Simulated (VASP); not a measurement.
Here is a VASP 6.6.1 calculation.

File POSCAR:

```
TaRu
1.0
    3.1229935540      0.0000000000      0.0000000000
    0.0000000000      3.1229935540      0.0000000000
    0.0000000000      0.0000000000      3.1229935540
Ta Ru
1 1
Direct
    0.5000000000      0.5000000000      0.5000000000
    0.0000000000      0.0000000000      0.0000000000
```

INCAR.step1

```
SYSTEM = TaRu
PREC = Accurate ; ENCUT = 520
ISMEAR = 0 ; SIGMA = 0.1
LREAL = .FALSE. ; LASPH = .TRUE.
NELM = 100 ; NBANDS = 20
GGA = PE ; ALGO = Normal
EDIFF = 1E-4 ; LWAVE = .TRUE.
LCHARG = .FALSE.
```

Contents of INCAR.step2:

```
SYSTEM = TaRu
PREC = Accurate ; ENCUT = 520
EDIFF = 1E-6 ; ISMEAR = 0
SIGMA = 0.1 ; LREAL = .FALSE.
LASPH = .TRUE. ; NELM = 100
ALGO = Normal ; ISIF = 2
LWAVE = .FALSE. ; LCHARG = .FALSE.
METAGGA = R2SCAN ; LMIXTAU = .TRUE.
NBANDS = 20 ; ISTART = 1
```

Contents of KPOINTS:

```
Automatic mesh
0
G
  14 14 14
  0 0 0
```

Potentials or basis: VASP PAW PBE potentials, release 64 (Ta_pv, Ru_pv).

The run is started by

```bash
$ cat potpaw_PBE.64/Ta_pv/POTCAR potpaw_PBE.64/Ru_pv/POTCAR > POTCAR
$ cp INCAR.step1 INCAR
$ mpirun -np 1 vasp_std > vasp.out
$ cp INCAR.step2 INCAR
$ mpirun -np 1 vasp_std > vasp.out
```

(1) What does it give for the pressure?

Answers

(1) 9.9 GPa.

Caveat: the PAW data sets were made with another functional, which shifts forces and pressure a little.
